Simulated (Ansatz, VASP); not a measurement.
Zn in VASP and in Ansatz

```
CELL_PARAMETERS angstrom
4.86250 0.00000 0.00000
0.00000 4.86250 0.00000
0.00000 0.00000 4.86250
ATOMIC_POSITIONS crystal
Zn 0.50000 0.50000 0.50000
Zn 0.00000 0.00000 0.00000
Zn 0.25000 0.00000 0.50000
Zn 0.50000 0.25000 0.00000
Zn 0.50000 0.75000 0.00000
Zn 0.75000 0.00000 0.50000
Zn 0.00000 0.50000 0.75000
Zn 0.00000 0.50000 0.25000
```

Alike in both runs: functional PBEsol; k mesh 4 × 4 × 4; occupations gaussian, width 0.1 eV; no spin polarisation.

Ansatz relaxed the structure, and its values are those at the end. VASP's run is a single point on that final structure, the one shown.

```csv
,VASP,Ansatz
version,VASP 6.6.1,Ansatz 0.2.0
potentials or method,"VASP PAW PBE potentials, release 64 (Zn), cutoff 520 eV","scalar-relativistic, plane waves, PAW"
valence electrons in the cell,96,96
```

|  | VASP | Ansatz | Ansatz less VASP |
| --- | --- | --- | --- |
| gap on the k mesh at the Fermi level (eV) | none | none | - |
| pressure (GPa) | 0.6 | 0.1 | -0.44 |

VASP's potentials were made for PBE, not for PBEsol. A gap of «none» marks a metal or a gap that the smearing closes. The functional is the same, so the differences come from potentials, cutoffs and numerics.
